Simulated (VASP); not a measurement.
# SbO4 (P6/mmm) in VASP: further runs, part 2 of 2

VASP 6.6.1. The steps go on from the part before.

## Step 3: Relaxation of cell and atoms, PBE

This run uses another cell than the first one, of 16.24 Å³/atom.

Contents of INCAR:

```
PREC = Accurate ; ENCUT = 600
EDIFF = 1E-6 ; ISMEAR = 0
SIGMA = 0.1 ; LREAL = False
LASPH = True ; NELM = 60
ALGO = Normal ; ISIF = 3
LWAVE = False ; LCHARG = False
GGA = PE ; IBRION = 2
NSW = 100 ; EDIFFG = -0.01
```

Contents of KPOINTS:

```
Automatic mesh
0
Gamma
  12 12 4
```

Contents of POSCAR:

```
SbO4
1.0
    3.1597937590      0.0000000000      0.0000000000
   -1.5798968795      2.7364616660      0.0000000000
    0.0000000000      0.0000000000      9.3907136087
Sb O
1 4
Direct
    0.0000000000      0.0000000000      0.5000000000
    0.0000000000      0.0000000000      0.3034084076
    0.0000000000      0.0000000000      0.6965915924
    0.3333333333      0.6666666667      0.0000000000
    0.6666666667      0.3333333333      0.0000000000
```

Potentials or basis: VASP PAW PBE potentials, release 64 (Sb, O).

On the command line:

```bash
$ cat potpaw_PBE.64/Sb/POTCAR potpaw_PBE.64/O/POTCAR > POTCAR
$ mpirun -np 1 vasp_std > vasp.out
```

OUTCAR:

```text
PREC = Accurate
   ENCUT = 600
   EDIFF = 1E-6
   ISMEAR = 0
   LREAL = False
   LASPH = True
   NELM = 60
   ISIF = 3
   GGA = PE
   IBRION = 2
   NSW = 100
   EDIFFG = -0.01

 ion  position               nearest neighbor table
   1  0.000  0.000  0.500-   2 1.85   3 1.85
   2  0.000  0.000  0.303-   1 1.85
   3  0.000  0.000  0.697-   1 1.85
   4  0.333  0.667  0.000-   5 1.82   5 1.82   5 1.82
   5  0.667  0.333  0.000-   4 1.82   4 1.82   4 1.82

  LATTYP: Found a hexagonal cell.
 ALAT       =     3.1597937590
 C/A-ratio  =     2.9719387798

  Lattice vectors:

 A1 = (   3.1597937590,   0.0000000000,   0.0000000000)
 A2 = (  -1.5798968795,   2.7364616660,   0.0000000000)
 A3 = (   0.0000000000,   0.0000000000,   9.3907136087)

Analysis of symmetry for initial positions (statically):
=====================================================================
 Subroutine PRICEL returns:
 Original cell was already a primitive cell.

 Routine SETGRP: Setting up the symmetry group for a
 hexagonal supercell.

 Subroutine GETGRP returns: Found 24 space group operations
 (whereof 24 operations were pure point group operations)
 out of a pool of 24 trial point group operations.

The static configuration has the point symmetry D_6h.

Analysis of symmetry for dynamics (positions and initial velocities):
=====================================================================
 Subroutine PRICEL returns:
 Original cell was already a primitive cell.

 Routine SETGRP: Setting up the symmetry group for a
 hexagonal supercell.

 Subroutine GETGRP returns: Found 24 space group operations
 (whereof 24 operations were pure point group operations)
 out of a pool of 24 trial point group operations.

The dynamic configuration has the point symmetry D_6h.

 Subroutine INISYM returns: Found 24 space group operations
 (whereof 24 operations are pure point group operations),
 and found     1 'primitive' translations

----------------------------------------------------------------------------------------

                                     Primitive cell

  volume of cell :      81.1983

  direct lattice vectors                    reciprocal lattice vectors
     3.159793759  0.000000000  0.000000000     0.316476351  0.182717707  0.000000000
    -1.579896879  2.736461666  0.000000000     0.000000000  0.365435413  0.000000000
     0.000000000  0.000000000  9.390713609     0.000000000  0.000000000  0.106488180

  length of vectors
     3.159793759  3.159793759  9.390713609     0.365435413  0.365435413  0.106488180

  position of ions in fractional coordinates (direct lattice)
     0.000000000  0.000000000  0.500000000
     0.000000000  0.000000000  0.303408408
     0.000000000  0.000000000  0.696591592
     0.333333333  0.666666667  0.000000000
     0.666666667  0.333333333  0.000000000

  ion indices of the primitive-cell ions
   primitive index   ion index
                 1           1
                 2           2
                 3           3
                 4           4
                 5           5

----------------------------------------------------------------------------------------

 KPOINTS: Automatic mesh

[... 63 lines left out ...]
   LSORBIT =      F    spin-orbit coupling
   LASPH  =      T    aspherical Exc in radial PAW
   ENCUT  =  600.0 eV  44.10 Ry    6.64 a.u.   6.31  6.31 18.76*2*pi/ulx,y,z
   NELM   =     60;   NELMIN=  2; NELMDL= -5     # of ELM steps
   EDIFF  = 0.1E-05   stopping-criterion for ELM
   LREAL  =      F    real-space projection
   EDIFFG = -.1E-01   stopping-criterion for IOM
   NSW    =    100    number of steps for IOM
   IBRION =      2    ionic relax: 0-MD 1-quasi-New 2-CG
   NFREE  =      1    steps in history (QN), initial steepest desc. (CG)
   ISIF   =      3    stress and relaxation
   ISYM   =      2    0-nonsym 1-usesym 2-fastsym
   POTIM  = 0.5000    time-step for ionic-motion
   TEBEG  =    0.0;   TEEND  =   0.0 temperature during run
   PSTRESS=    0.0 pullay stress
   NELECT =      29.0000    total number of electrons
   NUPDOWN=      -1.0000    fix difference up-down
   EMIN   =  10.00;   EMAX   =-10.00  energy-range for DOS
   EFERMI =   0.00;   METHOD = LEGACY
   ISMEAR =     0;   SIGMA  =   0.10  broadening in eV -4-tet -1-fermi 0-gaus
   EFERMI_NEDOS =   21; number of points for ismear=-14 and -15
   IALGO  =     38    algorithm
   IMIX   =      4    mixing-type and parameters
     AMIX     =   0.40;   BMIX     =  1.00
     AMIX_MAG =   1.60;   BMIX_MAG =  1.00
  volume/ion in A,a.u.               =      16.24       109.59
  Fermi-wavevector in a.u.,A,eV,Ry     =   1.161516  2.194947 18.355890  1.349120
  Thomas-Fermi vector in A             =   2.298087
   LORBIT       =      0    0 simple, 1 ext, 2 COOP (PROOUT), +10 PAW based schemes
   GGA     = PE    functional components
   LHFCALC =     F    Hartree Fock is set to
   AEXX    =    0.0000 exact exchange contribution
   IVDW    =     0    specifies the selected vdW correction
   LEPSILON=     F    determine dielectric tensor
   LRPA    =     F    only Hartree local field effects (RPA)
 conjugate gradient relaxation of ions
 non-spin polarized calculation
 Gauss-broadening in eV      SIGMA  =   0.10
  energy-cutoff  :      600.00
  volume of cell :       81.20
 maximum number of plane-waves:      2726
 NGX is ok and might be reduce to    28
   NGX = 13   NGY = 13   NGZ = 37

--------------------------------------- Ionic step        1  -------------------------------------------

 number of electron      28.9999997 magnetization

 Free energy of the ion-electron system (eV)
  ---------------------------------------------------
  ext. energy  EPLUGINS =         0.00000000
  ---------------------------------------------------
  free energy    TOTEN  =       -19.21588692 eV

  energy without entropy =      -19.17685414  energy(sigma->0) =      -19.19637053

------------------------ aborting loop because EDIFF is reached ----------------------------------------

  FORCE on cell =-STRESS in cart. coord.  units (eV):
  Direction    XX          YY          ZZ          XY          YZ          ZX
  --------------------------------------------------------------------------------------
  -------------------------------------------------------------------------------------
  Total       -0.0911023     -0.0911023      1.4724964      0.0000000      0.0000000      0.0000000
  in kB       -1.7975998     -1.7975998     29.0548146      0.0000000      0.0000000      0.0000000
  external PRESSURE =       8.4865384 kB  Pullay stress =       0.0000000 kB
[... 98 lines left out ...]
  FREE ENERGIE OF THE ION-ELECTRON SYSTEM (eV)
  ---------------------------------------------------
  free  energy   TOTEN  =       -19.2204938108 eV

  energy  without entropy=      -19.1811693827  energy(sigma->0) =      -19.20083160

[... ionic steps 4 to 15 ...]

--------------------------------------- Ionic step       16  -------------------------------------------

 number of electron      28.9999996 magnetization

------------------------ aborting loop because EDIFF is reached ----------------------------------------
[... 73 lines left out ...]
--------------------------------------- Ionic step       18  -------------------------------------------

 number of electron      28.9999993 magnetization

 Free energy of the ion-electron system (eV)
  ---------------------------------------------------
  ext. energy  EPLUGINS =         0.00000000
  ---------------------------------------------------
  free energy    TOTEN  =       -19.22236771 eV

  energy without entropy =      -19.18391874  energy(sigma->0) =      -19.20314323

 E-fermi :   0.4149     XC(G=0):  -8.7516

 val. band max:        0.4142930547   @ k =   0.3333  -0.0000   0.2500
 cond. band min:       0.4189597192   @ k =   0.1667   0.0000   0.5000
 fundamental gap:      0.0046666645
 Fermi energy:         0.4148523501

 k-point     1 :       0.0000    0.0000    0.0000
  band No.  band energies     occupation
      1     -20.4585      2.00000
      2     -17.2542      2.00000
      3     -16.7909      2.00000
      4     -13.1204      2.00000
      5      -9.3777      2.00000
      6      -4.7337      2.00000
[... 481 lines left out ...]
      5      -7.8386      2.00000
      6      -5.5598      2.00000
[... 10 lines left out ...]
     17       2.3412      0.00000
     18       2.3799      0.00000

 [... further k-points ...]

------------------------ aborting loop because EDIFF is reached ----------------------------------------

  FORCE on cell =-STRESS in cart. coord.  units (eV):
  Direction    XX          YY          ZZ          XY          YZ          ZX
  --------------------------------------------------------------------------------------
  -------------------------------------------------------------------------------------
  Total        0.0450373      0.0450373     -0.0392470      0.0000000      0.0000000     -0.0000000
  in kB        0.8606626      0.8606626     -0.7500103      0.0000000      0.0000000     -0.0000000
  external PRESSURE =       0.3237716 kB  Pullay stress =       0.0000000 kB
[... 20 lines left out ...]
  FREE ENERGIE OF THE ION-ELECTRON SYSTEM (eV)
  ---------------------------------------------------
  free  energy   TOTEN  =       -19.2223677142 eV

  energy  without entropy=      -19.1839187362  energy(sigma->0) =      -19.20314323

 reached required accuracy - stopping structural energy minimisation
```

Wall time 8.2 min (1 thread of Intel Xeon 6975P-C (Granite Rapids), shared host); peak memory 0.3 GiB.

What came out:

- Free energy: -19.2224 eV
- Relaxed volume: 16.77 Å³/atom
- Relaxed cell: a = 3.153 Å, b = 3.153 Å, c = 9.736 Å, α = 90.00°, β = 90.00°, γ = 120.00°
- Space group after relaxing (to 0.1 Å): P6/mmm (No. 191)
- Energy gained by relaxing: 1.3 meV/atom
- Ionic steps: 18
- Pressure after relaxing: 0.0 GPa
- Largest force after relaxing: 0.010 eV/Å
- Band gap on the k mesh: zero (an odd number of electrons rules out a gap without spin polarisation)

Forces on the atoms (eV/Å):
```
Sb   0.000  0.000  0.000
O    0.000  0.000  0.010
O    0.000  0.000 -0.010
O    0.000  0.000  0.000
O    0.000  0.000  0.000
```

Step by step:
```
step  energy change (eV)  largest force (eV/Å)  pressure (GPa)  volume (Å³)
   1              0.0000                0.3633            0.85        81.20
   2              0.0243                0.8817           -2.28        82.21
   3             -0.0046                0.0239           -0.10        81.48
   4             -0.0046                0.0170           -0.08        81.47
   5             -0.0047                0.0157            0.00        81.39
   6             -0.0048                0.0136            0.10        81.27
   7             -0.0049                0.0362            0.04        81.35
   8             -0.0049                0.0710           -0.04        81.46
   9             -0.0050                0.0706           -0.01        81.47
  10             -0.0050                0.0662           -0.02        81.51
  11             -0.0051                0.0591           -0.01        81.58
  12             -0.0054                0.0450            0.03        81.72
  13             -0.0057                0.0152            0.10        82.00
  14             -0.0061                0.0478            0.24        82.56
  15             -0.0061                0.0708            0.29        82.75
  16             -0.0062                0.0621            0.26        82.86
  17             -0.0064                0.0369            0.19        83.19
  18             -0.0065                0.0095            0.03        83.84
```

Final structure:
```xyz
5
Lattice="3.1533 0.0000 0.0000 -1.5767 2.7308 0.0000 0.0000 0.0000 9.7362" Properties=species:S:1:pos:R:3 pbc="T T T"
Sb    0.0000    0.0000    4.8681
O    -1.5767    2.7308    3.0099
O     0.0000    0.0000    6.7263
O     0.0000    1.8206    0.0000
O     1.5767    0.9103    0.0000
```

Levels at points of the mesh, in eV from the Fermi level:
| k point | band 11 | band 12 | band 13 | band 14 | band 15 | band 16 | band 17 | band 18 |
| --- | --- | --- | --- | --- | --- | --- | --- | --- |
| (0.00, 0.00, 0.00) | -0.67 | -0.43 | -0.18 | -0.18 | 0.50 | 0.54 | 0.54 | 4.90 |
| (0.50, 0.00, 0.00) | -2.00 | -1.28 | -1.15 | -0.54 | -0.30 | 0.96 | 1.10 | 2.40 |
| (0.00, 0.00, 0.50) | -0.67 | -0.34 | -0.19 | -0.19 | 0.50 | 0.54 | 0.54 | 4.82 |
| (0.50, 0.00, 0.50) | -2.07 | -1.28 | -1.17 | -0.54 | -0.27 | 0.96 | 1.11 | 2.40 |

Caveat: spin-orbit coupling is left out, which moves the levels of the heavy elements; an odd number of electrons without spin polarisation forces a metal; a magnetic or distorted state may lie lower.

## Step 4: Relaxation of cell and atoms, PBE

Contents of INCAR:

```
  PREC = Accurate
  ENCUT = 600
  EDIFF = 1E-7
  ISMEAR = 0
  SIGMA = 0.1
  LREAL = F
  LASPH = T
  NELM = 100
  ALGO = Normal
  ISIF = 3
  LWAVE = F
  LCHARG = F
  GGA = PE
  IBRION = 2
  NSW = 100
  EDIFFG = -0.01
```

Contents of KPOINTS:

```
regular mesh
0
Gamma
  12 12 4
```

Contents of POSCAR:

```
SbO4
1.0
    3.1591870521      0.0000000000      0.0000000000
   -1.5795935261      2.7359362424      0.0000000000
    0.0000000000      0.0000000000     10.0273756941
Sb O
1 4
Direct
    0.0000000000      0.0000000000      0.5000000000
    0.0000000000      0.0000000000      0.3159353315
    0.0000000000      0.0000000000      0.6840646685
    0.3333333333      0.6666666667      0.0000000000
    0.6666666667      0.3333333333      0.0000000000
```

On the command line:

```bash
$ cat potpaw_PBE.64/Sb/POTCAR potpaw_PBE.64/O/POTCAR > POTCAR
$ mpirun -np 1 vasp_std > vasp.out
```

It took 14 min on 1 thread of Intel Xeon 6975P-C (Granite Rapids), shared host; peak memory 0.31 GiB.

The run converged. Its results:

| Quantity | Value |
| --- | --- |
| Free energy | -19.2310 eV |
| Relaxed volume | 16.59 Å³/atom |
| Relaxed cell | a = 3.155 Å, b = 3.155 Å, c = 9.623 Å, α = 90.00°, β = 90.00°, γ = 120.00° |
| Space group after relaxing (to 0.1 Å) | P6/mmm (No. 191) |
| Energy gained by relaxing | 1.5 meV/atom |
| Ionic steps | 23 |
| Pressure after relaxing | 0.0 GPa |
| Band gap on the k mesh | zero (an odd number of electrons rules out a gap without spin polarisation) |

Step by step:
| step | energy change (eV) | largest force (eV/Å) | pressure (GPa) | volume (Å³) |
| --- | --- | --- | --- | --- |
| 1 | 0.0000 | 0.3884 | 0.68 | 86.67 |
| 2 | 0.0226 | 0.8207 | -2.12 | 87.59 |
| 3 | -0.0043 | 0.0145 | -0.16 | 86.92 |
| 4 | -0.0043 | 0.0216 | -0.14 | 86.92 |
| 5 | -0.0044 | 0.0232 | -0.07 | 86.75 |
| 6 | -0.0045 | 0.0252 | 0.03 | 86.54 |
| 7 | -0.0046 | 0.0055 | -0.02 | 86.49 |
| 8 | -0.0047 | 0.0519 | -0.15 | 86.33 |
| 9 | -0.0047 | 0.0520 | -0.15 | 86.32 |
| 10 | -0.0047 | 0.0512 | -0.15 | 86.30 |
| 11 | -0.0048 | 0.0500 | -0.14 | 86.25 |
| 12 | -0.0050 | 0.0475 | -0.14 | 86.15 |
| 13 | -0.0053 | 0.0416 | -0.13 | 85.94 |
| 14 | -0.0058 | 0.0293 | -0.10 | 85.54 |
| 15 | -0.0067 | 0.0013 | -0.03 | 84.72 |
| 16 | -0.0073 | 0.0824 | 0.17 | 83.09 |
| 17 | -0.0075 | 0.0465 | 0.09 | 82.85 |
| 18 | -0.0075 | 0.0184 | 0.03 | 82.67 |
| 19 | -0.0075 | 0.0202 | 0.03 | 82.68 |
| 20 | -0.0075 | 0.0235 | 0.04 | 82.70 |
| 21 | -0.0075 | 0.0216 | 0.03 | 82.69 |
| 22 | -0.0075 | 0.0157 | 0.02 | 82.75 |
| 23 | -0.0076 | 0.0014 | -0.01 | 82.94 |

Final structure:
```cif
data_structure
_symmetry_space_group_name_H-M 'P 1'
_symmetry_Int_Tables_number 1
_cell_length_a 3.1547
_cell_length_b 3.1547
_cell_length_c 9.6230
_cell_angle_alpha 90.000
_cell_angle_beta 90.000
_cell_angle_gamma 120.000
_cell_volume 82.94
loop_
_atom_site_label
_atom_site_type_symbol
_atom_site_fract_x
_atom_site_fract_y
_atom_site_fract_z
_atom_site_occupancy
Sb1 Sb 0.00000 0.00000 0.50000 1
O1 O 0.00000 0.00000 0.30694 1
O2 O 0.00000 0.00000 0.69306 1
O3 O 0.33333 0.66667 0.00000 1
O4 O 0.66667 0.33333 0.00000 1
```

Levels at points of the mesh, in eV from the Fermi level:
```
           k point  band 10  band 11  band 12  band 13  band 14  band 15  band 16  band 17  band 18
(0.00, 0.00, 0.00)    -0.68    -0.68    -0.43    -0.19    -0.19     0.50     0.54     0.54     4.91
(0.50, 0.00, 0.00)    -2.67    -1.99    -1.29    -1.14    -0.54    -0.30     0.96     1.10     2.40
(0.00, 0.00, 0.50)    -0.68    -0.68    -0.33    -0.19    -0.19     0.50     0.54     0.54     4.82
(0.50, 0.00, 0.50)    -2.60    -2.07    -1.29    -1.16    -0.54    -0.27     0.96     1.11     2.40
```

Caveat: spin-orbit coupling is left out, which moves the levels of the heavy elements; an odd number of electrons without spin polarisation forces a metal; a magnetic or distorted state may lie lower.

## Step 5: Summary

```tsv
task	cell	cutoff (eV)	gap on the mesh (eV)	pressure (GPa)	relaxed volume (Å³/atom)	largest force (eV/Å)
single point	a = 3.159, b = 3.159, c = 10.027 Å, angles 90.0, 90.0, 120.0°, 5 atoms, atomic positions A	520	none	0.8	-	0.39
relaxation of cell and atoms	relaxed from a = 3.160, b = 3.160, c = 9.391 Å, angles 90.0, 90.0, 120.0°, 5 atoms, atomic positions B	600	none	0.0	16.77	0.01
relaxation of cell and atoms	relaxed from a = 3.159, b = 3.159, c = 10.027 Å, angles 90.0, 90.0, 120.0°, 5 atoms, atomic positions A	600	none	0.0	16.59	-
```

Alike in all rows: level PBE; potentials or basis VASP PAW PBE potentials, release 64 (Sb, O); no spin polarisation; k mesh 12 × 12 × 4; smearing gaussian 0.1 eV.

Caveats: spin-orbit coupling is left out, which moves the levels of the heavy elements; an odd number of electrons without spin polarisation forces a metal; a magnetic or distorted state may lie lower.

Total energies depend on the potentials used, so only differences within one code and one set of settings carry meaning.
